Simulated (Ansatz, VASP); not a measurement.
## AlNi3: VASP beside Ansatz

File INCAR:

```
SYSTEM = AlNi3
ALGO     = Normal         ! electronic algorithm
EDIFF    = 1E-6           ! SCF threshold, eV
ENCUT    = 520            ! plane-wave cutoff, eV
GGA      = PE             ! functional
ISIF     = 2              ! what is computed and relaxed
ISMEAR   = 0              ! smearing method
ISPIN    = 2              ! spin polarisation
LASPH    = .TRUE.         ! aspherical terms in the spheres
LCHARG   = .FALSE.        ! write CHGCAR
LMAXMIX  = 4              ! l up to which the mixer works
LORBIT   = 11             ! projections on sites
LREAL    = .FALSE.        ! projectors in reciprocal space
LWAVE    = .FALSE.        ! write WAVECAR
MAGMOM   = 0 0.3 0.3 0.3  ! initial moments
NBANDS   = 28             ! bands
NELM     = 150            ! most SCF steps
PREC     = Accurate       ! precision mode
SIGMA    = 0.15           ! smearing width, eV
```

Contents of KPOINTS:

```
k-points
0
G
  14 14 14
  0 0 0
```

POSCAR

```
AlNi3
1.0
    3.2813445805      0.0000000000      0.0000000000
    0.0000000000      3.2813445805      0.0000000000
    0.0000000000      0.0000000000      3.8520132031
Al Ni
1 3
Direct
    0.0000000000      0.0000000000      0.0000000000
    0.0000000000      0.5000000000      0.5000000000
    0.5000000000      0.0000000000      0.5000000000
    0.5000000000      0.5000000000      0.0000000000
```

Input for Ansatz:

```yaml
crystal:
  lattice:
    - [3.2813445805, 0.0, 0.0]
    - [0.0, 3.2813445805, 0.0]
    - [0.0, 0.0, 3.8520132031]
  atoms:
    - { symbol: Al, position: [0.0, 0.0, 0.0] }
    - { symbol: Ni, position: [0.0, 0.5, 0.5], spin: 0.3 }
    - { symbol: Ni, position: [0.5, 0.0, 0.5], spin: 0.3 }
    - { symbol: Ni, position: [0.5, 0.5, 0.0], spin: 0.3 }
basis:
  ecutwfc: 420
kpoints:
  mp_grid: { grid: [14, 14, 14] }
hamiltonian:
  xc: pbe
scf:
  occupations: { method: gaussian, width: 0.15 }
output:
  forces: true
  stress: true
  eigenvalues: true
  populations: true
magnetization:
  spin_polarized: true
```

Change from the starting cell: strain -0.080 along x and y, +0.080 along z, atoms carried along.

Alike in both runs: task single point; functional PBE; k mesh 14 × 14 × 14; occupations gaussian, width 0.15 eV; collinear spin.

```csv
,VASP,Ansatz
version,VASP 6.6.1,Ansatz 0.2.0
potentials or method,"VASP PAW PBE potentials, release 64 (Al, Ni), cutoff 520 eV","scalar-relativistic, plane waves, PAW"
valence electrons in the cell,33,57
```

|  | VASP | Ansatz | Ansatz less VASP |
| --- | --- | --- | --- |
| gap on the k mesh at the Fermi level (eV) | none | none | - |
| pressure (GPa) | 22.0 | 22.1 | +0.11 |
| traceless stress, the component that is largest in VASP (GPa) | -18.43 | -18.87 | -0.437 |
| net moment per atom (μB) | 0.00 | 0.00 | -0.004 |

A gap of «none» marks a metal or a gap that the smearing closes. With one functional, cell and mesh, what is left measures potentials, basis and numerics. VASP's potentials hold 33 valence electrons a cell and Ansatz's 57, so a difference there can come from the potentials and not from the codes. Ansatz's warnings: seeded moment not kept.
